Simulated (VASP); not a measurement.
A run of VASP 6.6.1 is set up as follows.

INCAR

```
PREC     = Accurate       # precision mode
ENCUT    = 520            # plane-wave cutoff, eV
EDIFF    = 1E-7           # SCF threshold, eV
ISMEAR   = 0              # smearing method
SIGMA    = 0.05           # smearing width, eV
LREAL    = False          # projectors in reciprocal space
LASPH    = True           # aspherical terms in the spheres
NELM     = 150            # most SCF steps
ALGO     = Fast           # electronic algorithm
ISIF     = 2              # what is computed and relaxed
LWAVE    = False          # write WAVECAR
LCHARG   = False          # write CHGCAR
ISPIN    = 2              # spin polarisation
MAGMOM   = 2.5 2.5        # initial moments
LORBIT   = 11             # projections on sites
LMAXMIX  = 4              # l up to which the mixer works
GGA      = CA             # functional
NBANDS   = 19             # bands
```

File KPOINTS:

```
Automatic mesh
0
Gamma
  16 16 10
```

Contents of POSCAR:

```
Fe
1.0
    1.3748523950     -1.3748523950      1.3748523950
   -1.3748523950      1.3748523950      1.3748523950
   -2.7497047900     -2.7497047900      0.0000000000
Fe
2
Direct
    0.0000000000      0.0000000000      0.0000000000
    0.5000000000      0.5000000000      0.5000000000
```

Potentials or basis: VASP PAW LDA potentials, release 64 (Fe).

Command:

```bash
$ cat potpaw_LDA.64/Fe/POTCAR > POTCAR
$ mpirun -np 1 vasp_std > vasp.out
```

Problem. What does it give for the net moment?

Solution. 3.91 μB per cell.

Problem. What does it give for the pressure?

Solution. -0.9 GPa.

Stress tensor (GPa, compression positive):
```
-0.94  0.37  0.00
 0.37 -0.94  0.00
 0.00  0.00 -0.67
```
